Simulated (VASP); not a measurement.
CoO: single point with PBEsol

The system is CoO.

```
Co O
1.0
     1.56569    0.90395    2.53752
    -1.56569    0.90395    2.53752
     0.00000   -1.80790    2.53752
Co O
1 1
Direct
  0.00000 0.00000 0.00000
  0.50000 0.50000 0.50000
```

This cell differs from its parent crystal: strain +0.040 along x and y, +0.040 along z.

```json
{
  "Program": "VASP 6.6.1",
  "Task": "single point",
  "Functional": "PBEsol",
  "Potentials or basis": "VASP PAW PBE potentials, release 64 (Co, O)",
  "Cutoff": "520 eV",
  "k mesh": "18 × 18 × 18",
  "Occupations": "gaussian, width 0.15 eV",
  "Spin": "collinear spin, ferromagnetic start",
  "Starting moments": "[2.64, 0.33] μB",
  "Dipole correction": "no",
  "Further INCAR settings": "ALGO = Normal; EDIFF = 1e-06; NBANDS = 18"
}
```

```json
{
  "Pressure": "-24.4 GPa",
  "Band gap on the k mesh": "zero (filled and empty bands overlap)",
  "Net moment": "3.00 μB per cell",
  "Site moments": "Co +2.62; O +0.32 μB",
  "Valence electrons inside the program's atomic spheres": "Co 7.64; O 4.90"
}
```

Stress tensor (GPa, compression positive):
```
-24.44   0.00   0.00
  0.00 -24.44   0.00
  0.00   0.00 -24.31
```

Levels at points of the mesh, in eV from the Fermi level:
Spin up:
```tsv
k point	band 6	band 7	band 8	band 9	band 10	band 11	band 12	band 13
(0.00, 0.00, 0.00)	-2.97	-2.80	-2.80	-2.76	0.34	16.23	17.04	17.04
(0.50, 0.00, 0.00)	-2.40	-1.92	-0.18	-0.17	4.65	8.19	12.52	12.61
(0.50, 0.50, 0.00)	-2.94	-2.60	-2.18	-2.17	5.01	8.98	11.01	14.32
(0.50, 0.50, 0.50)	-2.41	-1.89	-0.16	-0.16	4.60	8.29	12.43	12.43
```
Spin down:
```
           k point  band 4  band 5  band 6  band 7  band 8  band 9
(0.00, 0.00, 0.00)   -2.14   -0.91   -0.91   -0.88    0.01    0.01
(0.50, 0.00, 0.00)   -3.98   -0.10   -0.09    0.17    2.29    2.30
(0.50, 0.50, 0.00)   -3.28   -1.83    0.12    0.13    0.40    0.68
(0.50, 0.50, 0.50)   -4.04   -0.08   -0.08    0.18    2.31    2.31
```

It took 6.6 min on 1 thread of AMD EPYC 9R45 96-Core Processor (Zen 5) (shared host), peak memory 0.39 GiB.

Caveat: the cell differs from its parent crystal (strain +0.040 along x and y, +0.040 along z); the cell stands under tension; the PAW data sets were made with another functional, which shifts forces and pressure a little; a cell with one magnetic atom can't hold antiferromagnetic order, which such compounds often take; semilocal functionals often make such compounds metallic where correlation or magnetic order opens a gap, which also shifts bond lengths.
